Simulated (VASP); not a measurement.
# Li2Se (Fm-3m) in VASP: notebook

Li2Se is run at these levels: PBEsol; tasks: single point, relaxation of cell and atoms.

Program: VASP 6.6.1. These are calculated values, not measurements. Logs are shortened: lines on timing, memory, paths and dates and some standing lists are left out, and cuts for length are marked.

## (1) The cell of the first run

The structure is cubic, space group Fm-3m (No. 225). Conventional cell: a = 5.892 Å, b = 5.892 Å, c = 5.892 Å, α = 90.00°, β = 90.00°, γ = 90.00°. Within 3.4 Å of Li (site symmetry -43m) lie 4 Se at 2.55 Å and 6 Li at 2.95 Å. Within 3.4 Å of Se (site symmetry m-3m) lie 8 Li at 2.55 Å.

## (2) Single point, PBEsol

INCAR

```
SYSTEM = Li2Se
  ALGO = Normal
  EDIFF = 1E-6
  ENCUT = 750
  GGA = PS
  GGA_COMPAT = .FALSE.
  ISIF = 2
  ISMEAR = 0
  LASPH = .TRUE.
  LCHARG = .FALSE.
  LREAL = .FALSE.
  LWAVE = .FALSE.
  NBANDS = 13
  NELM = 120
  PREC = Accurate
  SIGMA = 0.01
```

KPOINTS

```
k-points
0
G
  6 6 6
  0 0 0
```

POSCAR

```
Li2Se
1.0
    0.0000000000      2.9458459284      2.9458459284
    2.9458459284      0.0000000000      2.9458459284
    2.9458459284      2.9458459284      0.0000000000
Li Se
2 1
Direct
    0.2500000000      0.2500000000      0.2500000000
    0.7500000000      0.7500000000      0.7500000000
    0.0000000000      0.0000000000      0.0000000000
```

Potentials or basis: VASP PAW PBE potentials, release 64 (Li_sv, Se).

The run is started by

```bash
> cat potpaw_PBE.64/Li_sv/POTCAR potpaw_PBE.64/Se/POTCAR > POTCAR
> mpirun -np 1 vasp_std > vasp.out
```

OUTCAR:

```text
SYSTEM = Li2Se
   EDIFF = 1E-6
   ENCUT = 750
   GGA = PS
   ISIF = 2
   ISMEAR = 0
   LASPH = .TRUE.
   LREAL = .FALSE.
   NELM = 120
   PREC = Accurate

 ion  position               nearest neighbor table
   1  0.250  0.250  0.250-   3 2.55   3 2.55   3 2.55   3 2.55
   2  0.750  0.750  0.750-   3 2.55   3 2.55   3 2.55   3 2.55
   3  0.000  0.000  0.000-   2 2.55   2 2.55   2 2.55   1 2.55   1 2.55   1 2.55   2 2.55   1 2.55

  LATTYP: Found a face centered cubic cell.
 ALAT       =     5.8916918568

  Lattice vectors:

 A1 = (   0.0000000000,   2.9458459284,   2.9458459284)
 A2 = (   2.9458459284,   0.0000000000,   2.9458459284)
 A3 = (   2.9458459284,   2.9458459284,   0.0000000000)

Analysis of symmetry for initial positions (statically):
=====================================================================
 Subroutine PRICEL returns:
 Original cell was already a primitive cell.

 Routine SETGRP: Setting up the symmetry group for a
 face centered cubic supercell.

 Subroutine GETGRP returns: Found 48 space group operations
 (whereof 48 operations were pure point group operations)
 out of a pool of 48 trial point group operations.

The static configuration has the point symmetry O_h .

Analysis of symmetry for dynamics (positions and initial velocities):
=====================================================================
 Subroutine PRICEL returns:
 Original cell was already a primitive cell.

 Routine SETGRP: Setting up the symmetry group for a
 face centered cubic supercell.

 Subroutine GETGRP returns: Found 48 space group operations
 (whereof 48 operations were pure point group operations)
 out of a pool of 48 trial point group operations.

The dynamic configuration has the point symmetry O_h .

 Subroutine INISYM returns: Found 48 space group operations
 (whereof 48 operations are pure point group operations),
 and found     1 'primitive' translations

----------------------------------------------------------------------------------------

                                     Primitive cell

  volume of cell :      51.1282

  direct lattice vectors                    reciprocal lattice vectors
     0.000000000  2.945845928  2.945845928    -0.169730533  0.169730533  0.169730533
     2.945845928  0.000000000  2.945845928     0.169730533 -0.169730533  0.169730533
     2.945845928  2.945845928  0.000000000     0.169730533  0.169730533 -0.169730533

  length of vectors
[... 85 lines left out ...]
   PSTRESS=    0.0 pullay stress
   NELECT =      12.0000    total number of electrons
   NUPDOWN=      -1.0000    fix difference up-down
   EMIN   =  10.00;   EMAX   =-10.00  energy-range for DOS
   EFERMI =   0.00;   METHOD = LEGACY
   ISMEAR =     0;   SIGMA  =   0.01  broadening in eV -4-tet -1-fermi 0-gaus
   EFERMI_NEDOS =   21; number of points for ismear=-14 and -15
   IALGO  =     38    algorithm
   IMIX   =      4    mixing-type and parameters
     AMIX     =   0.40;   BMIX     =  1.00
     AMIX_MAG =   1.60;   BMIX_MAG =  1.00
  volume/ion in A,a.u.               =      17.04       115.01
  Fermi-wavevector in a.u.,A,eV,Ry     =   1.009831  1.908303 13.874649  1.019758
  Thomas-Fermi vector in A             =   2.142783
   LORBIT       =      0    0 simple, 1 ext, 2 COOP (PROOUT), +10 PAW based schemes
   GGA     = PS    functional components
   LHFCALC =     F    Hartree Fock is set to
   AEXX    =    0.0000 exact exchange contribution
   IVDW    =     0    specifies the selected vdW correction
   LEPSILON=     F    determine dielectric tensor
   LRPA    =     F    only Hartree local field effects (RPA)
 non-spin polarized calculation
 Gauss-broadening in eV      SIGMA  =   0.01
  energy-cutoff  :      750.00
  volume of cell :       51.13
 maximum number of plane-waves:      2421
 NGX is ok and might be reduce to    40
   NGX = 19   NGY = 19   NGZ = 19

 number of electron      11.9999998 magnetization

 Free energy of the ion-electron system (eV)
  ---------------------------------------------------
  ext. energy  EPLUGINS =         0.00000000
  ---------------------------------------------------
  free energy    TOTEN  =       -11.55431565 eV

  energy without entropy =      -11.55431565  energy(sigma->0) =      -11.55431565

 E-fermi :   1.4198     XC(G=0):  -8.5928

 val. band max:        1.2520652201   @ k =   0.0000   0.0000   0.0000
 cond. band min:       4.0345761555   @ k =   0.5000   0.5000   0.0000
 fundamental gap:      2.7825109355
 Fermi energy:         1.4197706429

 k-point     1 :       0.0000    0.0000    0.0000
  band No.  band energies     occupation
      1     -42.6811      2.00000
      2     -42.6488      2.00000
      3     -10.3147      2.00000
      4       1.2521      2.00000
      5       1.2521      2.00000
      6       1.2521      2.00000
      7       4.7321      0.00000
      8       6.8404      0.00000
      9       6.8404      0.00000
     10       6.8404      0.00000
     11      11.9658      0.00000
     12      11.9658      0.00000
     13      12.2797      0.00000
[... 226 lines left out ...]
  band No.  band energies     occupation
      1     -42.6668      2.00000
      2     -42.6614      2.00000
      3      -9.7734      2.00000
      4      -0.9969      2.00000
      5      -0.6083      2.00000
      6      -0.5725      2.00000
      7       5.4058      0.00000
      8       8.4302      0.00000
      9       8.9237      0.00000
     10      10.7394      0.00000
     11      12.2291      0.00000
     12      13.1570      0.00000
     13      13.4641      0.00000

------------------------ aborting loop because EDIFF is reached ----------------------------------------

  FORCE on cell =-STRESS in cart. coord.  units (eV):
  Direction    XX          YY          ZZ          XY          YZ          ZX
  --------------------------------------------------------------------------------------
  -------------------------------------------------------------------------------------
  Total        0.3269685      0.3269685      0.3269685      0.0000000     -0.0000000     -0.0000000
  in kB       10.2460494     10.2460494     10.2460494      0.0000000     -0.0000000     -0.0000000
  external PRESSURE =      10.2460494 kB  Pullay stress =       0.0000000 kB

 VOLUME and BASIS-vectors are now :
 -----------------------------------------------------------------------------
  energy-cutoff  :      750.00
  volume of cell :       51.13
      direct lattice vectors                 reciprocal lattice vectors
     0.000000000  2.945845928  2.945845928    -0.169730533  0.169730533  0.169730533
     2.945845928  0.000000000  2.945845928     0.169730533 -0.169730533  0.169730533
     2.945845928  2.945845928  0.000000000     0.169730533  0.169730533 -0.169730533

 POSITION                                       TOTAL-FORCE (eV/Angst)
 -----------------------------------------------------------------------------------
      1.47292      1.47292      1.47292         0.000000      0.000000     -0.000000
      4.41877      4.41877      4.41877        -0.000000      0.000000      0.000000
      0.00000      0.00000      0.00000        -0.000000     -0.000000     -0.000000
 -----------------------------------------------------------------------------------
    total drift:                                0.000000     -0.000000      0.000000

  FREE ENERGIE OF THE ION-ELECTRON SYSTEM (eV)
  ---------------------------------------------------
  free  energy   TOTEN  =       -11.5543156537 eV

  energy  without entropy=      -11.5543156537  energy(sigma->0) =      -11.55431565
```

stdout:

```text
POSCAR found type information on POSCAR LiSe
 POSCAR found :  2 types and       3 ions
 scaLAPACK will be used
 -----------------------------------------------------------------------------
|                                                                             |
|                                                                             |
|     You enforced a specific xc type in the INCAR file but a different       |
|     I HOPE YOU KNOW WHAT YOU ARE DOING!                                     |
|                                                                             |
 -----------------------------------------------------------------------------

 LDA part: xc-table for (Slater+PW92), standard interpolation
 POSCAR, INCAR and KPOINTS ok, starting setup
 FFT: planning ... GRIDC
 FFT: planning ... GRID_SOFT
 FFT: planning ... GRID
 WAVECAR not read
 entering main loop
```

It took 25 s on 1 thread of Intel Xeon Platinum 8488C (Sapphire Rapids), shared host; peak memory 0.23 GiB.

Results:

| Property | Result |
| --- | --- |
| Free energy | -11.5543 eV |
| Pressure | 1.0 GPa |
| Band gap on the k mesh | 2.78 eV, indirect (least direct gap 3.48 eV) |

Caveat: the PAW data sets were made with another functional, which shifts forces and pressure a little.

## (3) Single point, PBEsol

This run uses another cell than the first one, of 16.63 Å³/atom, 0.976 times its volume.

INCAR

```
SYSTEM = Li2Se
PREC     = Accurate       ! precision mode
ENCUT    = 750            ! plane-wave cutoff, eV
EDIFF    = 1E-6           ! SCF threshold, eV
ISMEAR   = 0              ! smearing method
SIGMA    = 0.01           ! smearing width, eV
LREAL    = .False.        ! projectors in reciprocal space
LASPH    = .True.         ! aspherical terms in the spheres
NELM     = 120            ! most SCF steps
ALGO     = Normal         ! electronic algorithm
ISIF     = 2              ! what is computed and relaxed
LWAVE    = .False.        ! write WAVECAR
LCHARG   = .False.        ! write CHGCAR
GGA      = PS             ! functional
NBANDS   = 13             ! bands
GGA_COMPAT= .False.
```

KPOINTS

```
Automatic mesh
0
Gamma
  6 6 6
  0 0 0
```

POSCAR

```
Li2Se
1.0
    0.0000000000      2.9217569885      2.9217569885
    2.9217569885      0.0000000000      2.9217569885
    2.9217569885      2.9217569885      0.0000000000
Li Se
2 1
Direct
    0.2500000000      0.2500000000      0.2500000000
    0.7500000000      0.7500000000      0.7500000000
    0.0000000000      0.0000000000      0.0000000000
```

Potentials or basis: VASP PAW PBE potentials, release 64 (Li_sv, Se).

The run is started by

```bash
> cat potpaw_PBE.64/Li_sv/POTCAR potpaw_PBE.64/Se/POTCAR > POTCAR
> mpirun -np 1 vasp_std > vasp.out
```

Run time: 18 s. Hardware: 1 thread of Intel Xeon Platinum 8488C (Sapphire Rapids), shared host; peak memory 0.23 GiB.

The run converged. Its results:

* Free energy: -11.5418 eV
* Pressure: 2.0 GPa
* Band gap on the k mesh: 2.76 eV, indirect (least direct gap 3.59 eV)

Levels at points of the mesh, in eV from the valence-band top:
| k point | band 3 | band 4 | band 5 | band 6 | band 7 | band 8 | band 9 | band 10 |
| --- | --- | --- | --- | --- | --- | --- | --- | --- |
| (0.00, 0.00, 0.00) | -11.64 | 0.00 | 0.00 | 0.00 | 3.59 | 5.59 | 5.59 | 5.59 |
| (0.50, 0.00, 0.00) | -11.21 | -3.23 | -0.60 | -0.60 | 5.36 | 5.92 | 5.92 | 8.12 |
| (0.50, 0.50, 0.00) | -11.08 | -2.49 | -1.63 | -1.63 | 2.76 | 6.33 | 10.77 | 10.77 |

Caveat: the PAW data sets were made with another functional, which shifts forces and pressure a little. A k mesh can miss the band edges.

(Continued in part 2 of 2.)
